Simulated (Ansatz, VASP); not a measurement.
## Se: VASP beside Ansatz

The input INCAR:

```
SYSTEM = Se
  ALGO = Normal
  EDIFF = 1E-6
  ENCUT = 520
  GGA = CA
  ISIF = 2
  ISMEAR = -1
  LASPH = .TRUE.
  LCHARG = .TRUE.
  LELF = .TRUE.
  LREAL = .FALSE.
  LVHAR = .TRUE.
  LWAVE = .FALSE.
  NBANDS = 16
  NELM = 80
  PREC = Accurate
  SIGMA = 0.03
```

KPOINTS

```
k-points
0
G
  6 6 5
  0 0 0
```

The input POSCAR:

```
Se
1.0
    4.3661999489     -0.0436619995     -0.0436619995
   -2.2209123752      3.8030710735     -0.0159814010
   -0.0495360000     -0.0495360000      4.9536000000
Se
3
Direct
    0.2254000000      0.0000000000      0.3333333333
    0.0000000000      0.2254000000      0.6666666667
    0.7746000000      0.7746000000      0.0000000000
```

Input for Ansatz:

```yaml
crystal:
  lattice:
    - [4.3661999489, -0.0436619995, -0.0436619995]
    - [-2.2209123752, 3.8030710735, -0.015981401]
    - [-0.049536, -0.049536, 4.9536]
  atoms:
    - { symbol: Se, position: [0.2254, 0.0, 0.3333333333] }
    - { symbol: Se, position: [0.0, 0.2254, 0.6666666667] }
    - { symbol: Se, position: [0.7746, 0.7746, 0.0] }
kpoints:
  mp_grid: { grid: [6, 6, 5] }
  band_path:
    path:
      - [0.0, 0.0, 0.0]
      - [0.0, 0.0, 0.5]
      - [-0.5, 0.5, 0.0]
      - [0.0, 0.0, 0.0]
      - [0.0, -0.5, 0.0]
      - [-0.5, 0.0, 0.5]
      - [0.0, 0.0, 0.0]
      - [-0.5, 0.0, 0.0]
      - [0.0, -0.5, 0.5]
    npoints: 5
scf:
  occupations: { method: fermi_dirac, width: 0.03 }
hamiltonian:
  xc: lda
  pseudopotentials: { kind: all_electron, lapw: { basis_error: 0.0005 } }
output:
  forces: true
  stress: true
  eigenvalues: true
```

Change from the starting cell: equal xy, yz and zx shear strains of -2 %.

Alike in both runs: task single point; functional LDA; k mesh 6 × 6 × 5; occupations fermi-dirac, width 0.03 eV; no spin polarisation.

```csv
,VASP,Ansatz
version,VASP 6.6.1,Ansatz 0.2.0
potentials or method,"VASP PAW LDA potentials, release 64 (Se), cutoff 520 eV","all-electron LAPW, scalar-relativistic"
```

|  | VASP | Ansatz | Ansatz less VASP |
| --- | --- | --- | --- |
| pressure (GPa) | -0.9 | -1.1 | -0.21 |
| traceless stress, the component that is largest in VASP (GPa) | 1.46 | 1.44 | -0.019 |
| rms of the force components (eV/Å) | 0.258 | 0.237 | -0.0208 |

LDA's correlation is that of Perdew and Zunger in VASP and of Perdew and Wang (1992) in Ansatz. Atom by atom the forces differ by 0.030 eV/Å (rms over components). Ansatz ran all-electron here, and VASP with PAW potentials.
